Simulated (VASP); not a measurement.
A run of VASP 6.6.1 is set up as follows.

The input INCAR:

```
SYSTEM = CuSn5
ALGO = Normal ; EDIFF = 1E-6
ENCUT = 520 ; GGA = PE
ISIF = 2 ; ISMEAR = 0
LASPH = .True. ; LCHARG = .False.
LREAL = .False. ; LWAVE = .False.
NBANDS = 50 ; NELM = 60
PREC = Accurate ; SIGMA = 0.1
```

Contents of KPOINTS:

```
k-points
0
Gamma
  6 6 1
  0 0 0
```

The input POSCAR:

```
CuSn5
1.0
    3.2843294100      0.0000000000      0.0000000000
   -1.6421647100      2.8443127100      0.0000000000
    0.0000000000      0.0000000000     16.3925461200
Cu Sn
1 5
Direct
    0.6666666700      0.3333333300      0.0000000000
    0.3333333300      0.6666666700      0.8333333300
    0.3333333300      0.6666666700      0.1666666700
    0.3333333300      0.6666666700      0.5000000000
    0.6666666700      0.3333333300      0.3333333300
    0.6666666700      0.3333333300      0.6666666700
```

Potentials or basis: VASP PAW PBE potentials, release 64 (Cu, Sn_d).

Launch:

```console
$ cat potpaw_PBE.64/Cu/POTCAR potpaw_PBE.64/Sn_d/POTCAR > POTCAR
$ mpirun -np 1 vasp_std > vasp.out
```

(1) Predict the pressure.

(2) Estimate the largest force.

(3) What does it give for the band gap on the k mesh?

Answers

(1) 0.5 GPa.

(2) 1.304 eV/Å.

(3) zero (an odd number of electrons rules out a gap without spin polarisation).

Caveat: the k points lie up to 0.38 Å⁻¹ apart, too coarse for converged energies and pressures of a metal; spin-orbit coupling is left out, which moves the levels of the heavy elements; forces of over 1 eV/Å act on the atoms, so gaps and moduli don't describe the material at rest.
